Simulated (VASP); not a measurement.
Hf, 1 atom in the cell. Symmetry: Im-3m, No. 229, cubic system. The conventional cell has a = 3.350 Å, b = 3.350 Å, c = 3.350 Å, α = 90.00°, β = 90.00°, γ = 90.00°. Within 3.8 Å of Hf (site symmetry m-3m) lie 14 Hf at 2.90 to 3.35 Å. 

```yaml
Program: VASP 6.6.1
Task: single point
Functional: LDA
Potentials_or_basis: VASP PAW LDA potentials, release 64 (Hf_pv)
Cutoff: 520 eV
k_mesh: 10 × 10 × 10
Occupations: fermi-dirac, width 0.05 eV
Spin: no spin polarisation
Dipole_correction: no
Further_INCAR_settings: ALGO = Normal; EDIFF = 1e-06; NBANDS = 11
```

Potentials or basis: VASP PAW LDA potentials, release 64 (Hf_pv).

Launch:

```console
$ cat potpaw_LDA.64/Hf_pv/POTCAR > POTCAR
$ mpirun -np 1 vasp_std > vasp.out
```

Hardware: 1 thread of Intel Xeon 8259CL, on a shared host.

Problem. How long does it take, and how much memory?

Solution. It took 5.8 s on 1 thread of Intel Xeon 8259CL, with other jobs on the host, peak memory 0.13 GiB. Counts: scf iterations 11, k points 47.
